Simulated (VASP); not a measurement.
# Si2NF2 (P6/mmm) in VASP: a series of runs

Runs on Si2NF2. Level: PBE. Tasks: single point, relaxation of cell and atoms.

Program: VASP 6.6.1. These are calculated values, not measurements. Logs are shortened: lines on timing, memory, paths and dates and some standing lists are left out, and cuts for length are marked.

### 1 The cell of the first run

The structure is hexagonal, space group P6/mmm (No. 191). Conventional cell: a = 3.967 Å, b = 3.967 Å, c = 7.060 Å, α = 90.00°, β = 90.00°, γ = 120.00°. Si (site symmetry -6m2) has 3 Si at 2.29 Å and 6 F at 2.89 Å within 3.0 Å. Within 2.3 Å of N (site symmetry 6/mmm) lie 2 F at 1.77 Å. F (site symmetry 6mm) has 1 N at 1.77 Å within 2.3 Å.

The cell was generated, and may not be a known phase.

### 2 Single point, PBE, collinear spin, ferromagnetic start

Input file INCAR:

```
SYSTEM = Si2NF2
PREC = Accurate
ENCUT = 520
EDIFF = 1E-7
ISMEAR = 0
SIGMA = 0.1
LREAL = .False.
LASPH = .True.
NELM = 150
ALGO = Normal
ISIF = 2
LWAVE = .False.
LCHARG = .False.
ISPIN = 2
MAGMOM = 0 0 1 1 1
LORBIT = 11
GGA = PE
NBANDS = 26
```

Input file KPOINTS:

```
Automatic mesh
0
Gamma
  6 6 4
  0 0 0
```

Input file POSCAR:

```
Si2NF2
1.0
    3.9674192262      0.0000000000      0.0000000000
   -1.9837096131      3.4358858374      0.0000000000
    0.0000000000      0.0000000000      7.0598908762
Si N F
2 1 2
Direct
    0.3333333333      0.6666666667      0.0000000000
    0.6666666667      0.3333333333      0.0000000000
    0.0000000000      0.0000000000      0.5000000000
    0.0000000000      0.0000000000      0.2496396353
    0.0000000000      0.0000000000      0.7503603647
```

Potentials or basis: VASP PAW PBE potentials, release 64 (Si, N, F).

Launch:

```
$ cat potpaw_PBE.64/Si/POTCAR potpaw_PBE.64/N/POTCAR potpaw_PBE.64/F/POTCAR > POTCAR
$ mpirun -np 1 vasp_std > vasp.out
```

OUTCAR:

```text
SYSTEM = Si2NF2
   PREC = Accurate
   ENCUT = 520
   EDIFF = 1E-7
   ISMEAR = 0
   LREAL = .False.
   LASPH = .True.
   NELM = 150
   ISIF = 2
   ISPIN = 2
   LORBIT = 11
   GGA = PE

 ion  position               nearest neighbor table
   1  0.333  0.667  0.000-   2 2.29   2 2.29   2 2.29
   2  0.667  0.333  0.000-   1 2.29   1 2.29   1 2.29
   3  0.000  0.000  0.500-   4 1.77   5 1.77
   4  0.000  0.000  0.250-   3 1.77
   5  0.000  0.000  0.750-   3 1.77

  LATTYP: Found a hexagonal cell.
 ALAT       =     3.9674192262
 C/A-ratio  =     1.7794668205

  Lattice vectors:

 A1 = (   3.9674192262,   0.0000000000,   0.0000000000)
 A2 = (  -1.9837096131,   3.4358858374,   0.0000000000)
 A3 = (   0.0000000000,   0.0000000000,   7.0598908762)

Analysis of symmetry for initial positions (statically):
=====================================================================
 Subroutine PRICEL returns:
 Original cell was already a primitive cell.

 Routine SETGRP: Setting up the symmetry group for a
 hexagonal supercell.

 Subroutine GETGRP returns: Found 24 space group operations
 (whereof 24 operations were pure point group operations)
 out of a pool of 24 trial point group operations.

The static configuration has the point symmetry D_6h.

Analysis of symmetry for dynamics (positions and initial velocities):
=====================================================================
 Subroutine PRICEL returns:
 Original cell was already a primitive cell.

 Routine SETGRP: Setting up the symmetry group for a
 hexagonal supercell.

 Subroutine GETGRP returns: Found 24 space group operations
 (whereof 24 operations were pure point group operations)
 out of a pool of 24 trial point group operations.

The dynamic configuration has the point symmetry D_6h.

Analysis of structural, dynamic, and magnetic symmetry:
=====================================================================
 Subroutine PRICEL returns:
 Original cell was already a primitive cell.

 Routine SETGRP: Setting up the symmetry group for a
 hexagonal supercell.

 Subroutine GETGRP returns: Found 24 space group operations
 (whereof 24 operations were pure point group operations)
 out of a pool of 24 trial point group operations.

The overall configuration has the point symmetry D_6h.

 Subroutine INISYM returns: Found 24 space group operations
 (whereof 24 operations are pure point group operations),
 and found     1 'primitive' translations

----------------------------------------------------------------------------------------

                                     Primitive cell

  volume of cell :      96.2376

  direct lattice vectors                    reciprocal lattice vectors
     3.967419226  0.000000000  0.000000000     0.252053021  0.145522879  0.000000000
    -1.983709613  3.435885837  0.000000000     0.000000000  0.291045759  0.000000000
     0.000000000  0.000000000  7.059890876     0.000000000  0.000000000  0.141645249

  length of vectors
     3.967419226  3.967419226  7.059890876     0.291045759  0.291045759  0.141645249

  position of ions in fractional coordinates (direct lattice)
     0.333333333  0.666666667  0.000000000
     0.666666667  0.333333333  0.000000000
     0.000000000  0.000000000  0.500000000
     0.000000000  0.000000000  0.249639635
     0.000000000  0.000000000  0.750360365

  ion indices of the primitive-cell ions
   primitive index   ion index
                 1           1
                 2           2
                 3           3
                 4           4
                 5           5

----------------------------------------------------------------------------------------

 KPOINTS: Automatic mesh

Automatic generation of k-mesh.
 Grid dimensions read from file:
 generate k-points for:    6    6    4

 Generating k-lattice:

  Cartesian coordinates                     Fractional coordinates (reciprocal lattice)
     0.042008837  0.024253813  0.000000000     0.166666667  0.000000000  0.000000000
     0.000000000  0.048507626  0.000000000     0.000000000  0.166666667  0.000000000
     0.000000000  0.000000000  0.035411312     0.000000000  0.000000000  0.250000000

  Length of vectors
     0.048507626  0.048507626  0.035411312

  Shift w.r.t. Gamma in fractional coordinates (k-lattice)
     0.000000000  0.000000000  0.000000000

 Subroutine IBZKPT returns following result:
 ===========================================

 Found     21 irreducible k-points:

 Following reciprocal coordinates:
            Coordinates               Weight
  0.000000  0.000000  0.000000      1.000000
  0.166667  0.000000  0.000000      6.000000
  0.333333  0.000000  0.000000      6.000000
  0.500000  0.000000  0.000000      3.000000
  0.166667  0.166667  0.000000      6.000000
  0.333333  0.166667  0.000000     12.000000
[... 13 lines left out ...]
  0.333333  0.166667  0.500000     12.000000
  0.333333  0.333333  0.500000      2.000000
   k-points           NKPTS =     21   k-points in BZ     NKDIM =     21   number of bands    NBANDS=     26
   number of dos      NEDOS =    301   number of ions     NIONS =      5
   total plane-waves  NPLWV =  48600
   dimension x,y,z NGX =    30 NGY =   30 NGZ =   54
   dimension x,y,z NGXF=    60 NGYF=   60 NGZF=  108
   ions per type =               2   1   2
   NGX,Y,Z   is equivalent  to a cutoff of  12.57, 12.57, 12.72 a.u.
   NGXF,Y,Z  is equivalent  to a cutoff of  25.14, 25.14, 25.43 a.u.
 SYSTEM =  Si2NF2
   PREC   = accura    normal or accurate (medium, high low for compatibility)
   ISTART =      0    job   : 0-new  1-cont  2-samecut
   ICHARG =      2    charge: 1-file 2-atom 10-const
   ISPIN  =      2    spin polarized calculation?
   LNONCOLLINEAR =      F non collinear calculations
   LSORBIT =      F    spin-orbit coupling
   LASPH  =      T    aspherical Exc in radial PAW
   ENCUT  =  520.0 eV  38.22 Ry    6.18 a.u.   7.38  7.38 13.13*2*pi/ulx,y,z
   NELM   =    150;   NELMIN=  2; NELMDL= -5     # of ELM steps
   EDIFF  = 0.1E-06   stopping-criterion for ELM
   LREAL  =      F    real-space projection
   EDIFFG = 0.1E-05   stopping-criterion for IOM
   NSW    =      0    number of steps for IOM
   IBRION =     -1    ionic relax: 0-MD 1-quasi-New 2-CG
   NFREE  =      0    steps in history (QN), initial steepest desc. (CG)
   ISIF   =      2    stress and relaxation
   ISYM   =      2    0-nonsym 1-usesym 2-fastsym
   POTIM  = 0.5000    time-step for ionic-motion
   TEBEG  =    0.0;   TEEND  =   0.0 temperature during run
   PSTRESS=    0.0 pullay stress
   NELECT =      27.0000    total number of electrons
   NUPDOWN=      -1.0000    fix difference up-down
   EMIN   =  10.00;   EMAX   =-10.00  energy-range for DOS
   EFERMI =   0.00;   METHOD = LEGACY
   ISMEAR =     0;   SIGMA  =   0.10  broadening in eV -4-tet -1-fermi 0-gaus
   EFERMI_NEDOS =   21; number of points for ismear=-14 and -15
   IALGO  =     38    algorithm
   IMIX   =      4    mixing-type and parameters
     AMIX     =   0.40;   BMIX     =  1.00
     AMIX_MAG =   1.60;   BMIX_MAG =  1.00
  volume/ion in A,a.u.               =      19.25       129.89
  Fermi-wavevector in a.u.,A,eV,Ry     =   1.071720  2.025256 15.627417  1.148583
  Thomas-Fermi vector in A             =   2.207468
   LORBIT       =     11    0 simple, 1 ext, 2 COOP (PROOUT), +10 PAW based schemes
   GGA     = PE    functional components
   LHFCALC =     F    Hartree Fock is set to
   AEXX    =    0.0000 exact exchange contribution
   IVDW    =     0    specifies the selected vdW correction
   LEPSILON=     F    determine dielectric tensor
   LRPA    =     F    only Hartree local field effects (RPA)
 spin polarized calculation
 Gauss-broadening in eV      SIGMA  =   0.10
  energy-cutoff  :      520.00
  volume of cell :       96.24
 maximum number of plane-waves:      2618
 NGX is ok and might be reduce to    30
   NGX = 15   NGY = 15   NGZ = 27

 number of electron      26.9999991 magnetization       1.9821068

 Free energy of the ion-electron system (eV)
  ---------------------------------------------------
  ext. energy  EPLUGINS =         0.00000000
  ---------------------------------------------------
  free energy    TOTEN  =       -20.15707712 eV

  energy without entropy =      -20.15341761  energy(sigma->0) =      -20.15524737

 E-fermi :   1.2093     XC(G=0):  -7.9871

 val. band max:        1.1765004538   @ k =   0.3333   0.0000   0.5000
 cond. band min:       1.2531111283   @ k =   0.3333   0.0000   0.5000
 fundamental gap:      0.0766106745
 Fermi energy:         1.2092774676

 spin component 1

 k-point     1 :       0.0000    0.0000    0.0000
  band No.  band energies     occupation
      1     -21.8175      1.00000
      2     -21.6247      1.00000
      3     -13.1151      1.00000
      4      -9.4407      1.00000
      5      -5.3320      1.00000
      6      -3.4234      1.00000
[... 17 lines left out ...]
     24      10.4662      0.00000
     25      11.5868      0.00000

 k-point     2 :       0.1667    0.0000    0.0000
  band No.  band energies     occupation
      1     -21.8092      1.00000
      2     -21.6191      1.00000
      3     -13.0915      1.00000
      4      -9.1903      1.00000
      5      -5.3080      1.00000
      6      -3.6127      1.00000
[... 17 lines left out ...]
     24      11.3757      0.00000
     25      11.8594      0.00000
[... 502 lines left out ...]
     24      11.3604      0.00000
     25      11.5156      0.00000

 k-point    21 :       0.3333    0.3333    0.5000
  band No.  band energies     occupation
      1     -21.7612      1.00000
      2     -21.6225      1.00000
      3     -12.9906      1.00000
      4      -6.8186      1.00000
      5      -6.8186      1.00000
      6      -5.7255      1.00000
[... 17 lines left out ...]
     24      11.0601      0.00000
     25      11.0601      0.00000
 Fermi energy:         1.2092774676

 spin component 2

 k-point     1 :       0.0000    0.0000    0.0000
  band No.  band energies     occupation
      1     -21.6491      1.00000
      2     -21.5169      1.00000
      3     -10.7160      1.00000
      4      -9.2683      1.00000
      5      -5.0314      1.00000
      6      -2.9081      1.00000
[... 17 lines left out ...]
     24      10.8438      0.00000
     25      11.5467      0.00000

 k-point     2 :       0.1667    0.0000    0.0000
  band No.  band energies     occupation
      1     -21.6406      1.00000
      2     -21.5112      1.00000
      3     -10.6490      1.00000
      4      -9.0607      1.00000
      5      -5.0043      1.00000
      6      -3.1862      1.00000
[... 17 lines left out ...]
     24      11.5056      0.00000
     25      11.8265      0.00000
[... 502 lines left out ...]
     24      11.5092      0.00000
     25      12.0348      0.00000

 k-point    21 :       0.3333    0.3333    0.5000
  band No.  band energies     occupation
      1     -21.5914      1.00000
      2     -21.5147      1.00000
      3     -10.4173      1.00000
      4      -6.8132      1.00000
      5      -6.8132      1.00000
      6      -5.4974      1.00000
[... 17 lines left out ...]
     24      11.6638      0.00000
     25      11.6638      0.00000
 [bands above 25 left out]

------------------------ aborting loop because EDIFF is reached ----------------------------------------

  FORCE on cell =-STRESS in cart. coord.  units (eV):
  Direction    XX          YY          ZZ          XY          YZ          ZX
  --------------------------------------------------------------------------------------
  -------------------------------------------------------------------------------------
  Total       -0.0610630     -0.0610630      0.1700907      0.0000000      0.0000000     -0.0000000
  in kB       -1.0165848     -1.0165848      2.8316936      0.0000000      0.0000000     -0.0000000
  external PRESSURE =       0.2661747 kB  Pullay stress =       0.0000000 kB

 VOLUME and BASIS-vectors are now :
 -----------------------------------------------------------------------------
  energy-cutoff  :      520.00
  volume of cell :       96.24
      direct lattice vectors                 reciprocal lattice vectors
     3.967419226  0.000000000  0.000000000     0.252053021  0.145522879  0.000000000
    -1.983709613  3.435885837  0.000000000     0.000000000  0.291045759  0.000000000
     0.000000000  0.000000000  7.059890876     0.000000000  0.000000000  0.141645249

 POSITION                                       TOTAL-FORCE (eV/Angst)
 -----------------------------------------------------------------------------------
     -0.00000      2.29059      0.00000         0.000000      0.000000     -0.000000
      1.98371      1.14530      0.00000        -0.000000     -0.000000      0.000000
      0.00000      0.00000      3.52995        -0.000000     -0.000000      0.000000
      0.00000      0.00000      1.76243        -0.000000      0.000000      0.000966
      0.00000      0.00000      5.29746        -0.000000      0.000000     -0.000966
 -----------------------------------------------------------------------------------
    total drift:                                0.000000     -0.000000      0.000000

  FREE ENERGIE OF THE ION-ELECTRON SYSTEM (eV)
  ---------------------------------------------------
  free  energy   TOTEN  =       -20.1570771220 eV

  energy  without entropy=      -20.1534176144  energy(sigma->0) =      -20.15524737

 total charge

# of ion       s       p       d       tot
------------------------------------------
    1        0.797   0.831   0.000   1.628
    2        0.797   0.831   0.000   1.628
    3        1.426   1.803   0.000   3.228
    4        1.758   4.220   0.000   5.978
    5        1.758   4.220   0.000   5.978
--------------------------------------------------
tot          6.535  11.906   0.000  18.441

 magnetization (x)

# of ion       s       p       d       tot
------------------------------------------
    1       -0.000  -0.002   0.000  -0.002
    2       -0.000  -0.002   0.000  -0.002
    3        0.021   1.281   0.000   1.301
    4        0.000   0.054   0.000   0.054
    5        0.000   0.054   0.000   0.054
--------------------------------------------------
tot          0.021   1.385   0.000   1.406
```

It took 87 s on 1 thread of Intel Xeon Platinum 8488C (Sapphire Rapids), shared host; peak memory 0.28 GiB.

What came out:

```
Free energy                                           : -20.1571 eV
Pressure                                              : 0.0 GPa
Net moment                                            : 1.98 μB per cell
Site moments                                          : Si -0.00; N +1.30; F +0.05 μB
Valence electrons inside the program's atomic spheres : Si 1.63; N 3.23; F 5.98
```

### 3 Relaxation of cell and atoms, PBE, collinear spin, ferromagnetic start

This run uses another cell than the first one, of 12.44 Å³/atom.

Input file INCAR:

```
PREC = Accurate
ENCUT = 600
EDIFF = 1E-6
ISMEAR = 0
SIGMA = 0.1
LREAL = False
LASPH = True
NELM = 150
ALGO = Normal
ISIF = 3
LWAVE = False
LCHARG = False
ISPIN = 2
MAGMOM = 0 0 1 1 1
LORBIT = 11
GGA = PE
IBRION = 2
NSW = 90
EDIFFG = -0.04
```

Input file KPOINTS:

```
regular mesh
0
Gamma
  6 6 4
```

Input file POSCAR:

```
Si2NF2
1.0
    3.4747150200      0.0000000000      0.0000000000
   -1.7373575100      3.0091914700      0.0000000000
    0.0000000000      0.0000000000      5.9508334800
Si N F
2 1 2
Direct
    0.3333333300      0.6666666700      0.0000000000
    0.6666666700      0.3333333300      0.0000000000
    0.0000000000      0.0000000000      0.5000000000
    0.0000000000      0.0000000000      0.1326089400
    0.0000000000      0.0000000000      0.8673910600
```

Potentials or basis: VASP PAW PBE potentials, release 64 (Si, N, F).

Launch:

```
$ cat potpaw_PBE.64/Si/POTCAR potpaw_PBE.64/N/POTCAR potpaw_PBE.64/F/POTCAR > POTCAR
$ mpirun -np 1 vasp_std > vasp.out
```

Wall time 11 min (1 thread of Intel Xeon Platinum 8488C (Sapphire Rapids), shared host); peak memory 0.24 GiB.

The run converged. Its results:

| Property | Result |
| --- | --- |
| Free energy | -20.0643 eV |
| Relaxed volume | 18.85 Å³/atom |
| Relaxed cell | a = 3.948 Å, b = 3.948 Å, c = 6.982 Å, α = 90.00°, β = 90.00°, γ = 120.00° |
| Space group after relaxing (to 0.1 Å) | P6/mmm (No. 191) |
| Energy gained by relaxing | 1948.1 meV/atom |
| Ionic steps | 20 |
| Pressure after relaxing | 0.1 GPa |
| Net moment | 1.98 μB per cell |
| Site moments | Si -0.00; N +1.29; F +0.06 μB |
| Valence electrons inside the program's atomic spheres | Si 1.64; N 3.23; F 6.00 |

Stress tensor (GPa, compression positive):
```
0.06 0.00 0.00
0.00 0.06 0.00
0.00 0.00 0.21
```

The path:
```csv
step,energy change (eV),largest force (eV/Å),pressure (GPa),volume (Å³)
1,0.0000,16.0848,84.53,62.22
2,-6.5036,0.0744,-17.04,141.98
3,-9.3846,0.7317,-1.97,95.90
4,-9.3820,0.7151,-1.36,95.13
5,-9.4435,0.9703,-0.13,92.84
6,-9.4416,0.9181,6.30,86.14
7,-9.4878,1.0536,2.33,89.71
8,-9.5192,0.9916,2.61,89.44
9,-9.5937,0.7239,3.72,88.63
10,-9.5894,0.4466,6.84,87.01
11,-9.6240,0.3726,4.84,87.96
12,-9.6864,0.2221,3.17,89.95
13,-9.7291,0.1075,0.42,93.64
14,-9.7349,0.0063,0.07,94.08
15,-9.7372,0.1363,-0.48,94.74
16,-9.7374,0.1096,-0.38,94.61
17,-9.7387,0.0999,-0.16,94.37
18,-9.7395,0.0856,0.18,94.01
19,-9.7402,0.0474,0.15,94.11
20,-9.7405,0.0003,0.11,94.23
```

Final structure:
```yaml
crystal:
  lattice:
    - [3.94754, 0.00000, 0.00000]
    - [-1.97377, 3.41867, 0.00000]
    - [0.00000, 0.00000, 6.98226]
  atoms:
    - { symbol: Si, position: [0.33333, 0.66667, 0.00000] }
    - { symbol: Si, position: [0.66667, 0.33333, 0.00000] }
    - { symbol: N, position: [0.00000, 0.00000, 0.50000] }
    - { symbol: F, position: [0.00000, 0.00000, 0.24765] }
    - { symbol: F, position: [0.00000, 0.00000, 0.75235] }
```

Levels at points of the mesh, in eV from the Fermi level:
Spin up:
| k point | band 12 | band 13 | band 14 | band 15 | band 16 | band 17 | band 18 | band 19 |
| --- | --- | --- | --- | --- | --- | --- | --- | --- |
| (0.00, 0.00, 0.00) | -2.07 | -1.77 | -1.51 | -1.51 | 1.24 | 2.61 | 3.60 | 3.60 |
| (0.50, 0.00, 0.00) | -2.75 | -2.10 | -1.44 | 0.86 | 1.37 | 2.18 | 2.69 | 7.32 |
| (0.00, 0.00, 0.50) | -1.99 | -1.51 | -1.51 | -1.14 | 1.24 | 2.32 | 3.56 | 3.56 |
| (0.50, 0.00, 0.50) | -2.50 | -2.07 | -1.90 | 0.88 | 1.07 | 1.71 | 3.30 | 7.85 |
Spin down:
```
           k point  band 10  band 11  band 12  band 13  band 14  band 15  band 16  band 17
(0.00, 0.00, 0.00)    -2.64    -1.72    -1.51    -1.51     1.15     1.15     1.23     3.57
(0.50, 0.00, 0.00)    -3.94    -2.89    -1.99     0.57     0.89     1.14     1.52     2.20
(0.00, 0.00, 0.50)    -3.44    -1.51    -1.51    -1.03     1.23     1.23     1.23     3.30
(0.50, 0.00, 0.50)    -3.59    -2.87    -1.85     0.31     1.03     1.09     1.43     1.72
```

Caveat: the volume moved by over 15 % at a fixed basis, so the end points are rough.
